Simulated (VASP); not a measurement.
# Si: single point with LDA

The system is Si.

```
Si
1.0
    -1.64481    1.64481    1.29346
     1.64481   -1.64481    1.29346
     1.64481    1.64481   -1.29346
Si
1
Direct
  0.98158 0.97919 0.01654
```

| Item | Value |
| --- | --- |
| Program | VASP 6.6.1 |
| Task | single point |
| Functional | LDA |
| Potentials or basis | VASP PAW LDA potentials, release 64 (Si) |
| Cutoff | 520 eV |
| k mesh | 7 × 7 × 7 |
| Occupations | fermi-dirac, width 0.2 eV |
| Spin | no spin polarisation |

- Pressure: 0.1 GPa
- Band gap on the k mesh: zero (band 2 reaches 19.70 eV, above the bottom of band 3 at 7.52 eV)

Stress tensor (GPa, compression positive):
```
-0.11  0.00  0.00
 0.00 -0.11  0.00
 0.00  0.00  0.40
```

Levels at points of the mesh, in eV from the Fermi level:
```tsv
k point	band 1	band 2	band 3	band 4	band 5	band 6
(0.00, 0.00, 0.00)	-14.88	8.98	9.41	9.41	12.27	13.94
```

Run time: 8.2 s on 1 thread of AMD EPYC 7R13, on a shared host, peak memory 0.08 GiB.

Caveat: the k points lie up to 0.44 Å⁻¹ apart.
